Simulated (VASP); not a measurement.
Runs of VASP 6.6.1 on Na2P3. The structure is that of space group P-3m1 (No. 164), or close to it. The cells are those of the table. 

```csv
task,cell,k mesh,cutoff (eV),gap on the mesh (eV),pressure (GPa),largest force (eV/Å)
single point,"a = 3.409, b = 3.409, c = 10.212 Å, angles 90.0, 90.0, 120.0°, 5 atoms",6 × 6 × 4,520,none,0.0,0.08
single point,"a = 4.073, b = 4.073, c = 6.337 Å, angles 90.0, 90.0, 120.0°, 5 atoms",6 × 6 × 4,520,none,(a),1.99
relaxation of cell and atoms,"relaxed from a = 4.073, b = 4.073, c = 6.337 Å, angles 90.0, 90.0, 120.0°, 5 atoms",6 × 6 × 4,600,none,-0.1,0.03
single point,"a = 3.434, b = 3.434, c = 10.231 Å, angles 90.0, 90.0, 120.0°, 5 atoms",12 × 12 × 4,520,none,-0.1,0.03
```

Alike in all rows: level PBE; potentials or basis VASP PAW PBE potentials, release 64 (Na_pv, P); no spin polarisation; smearing gaussian 0.1 eV.

**Question.** Estimate the missing entries.

**Answer.** (a) 9.2.

Caveats: forces of over 1 eV/Å act on the atoms, so gaps and moduli don't describe the material at rest (some runs).

A gap of «none» marks levels without a gap at the run's occupations.
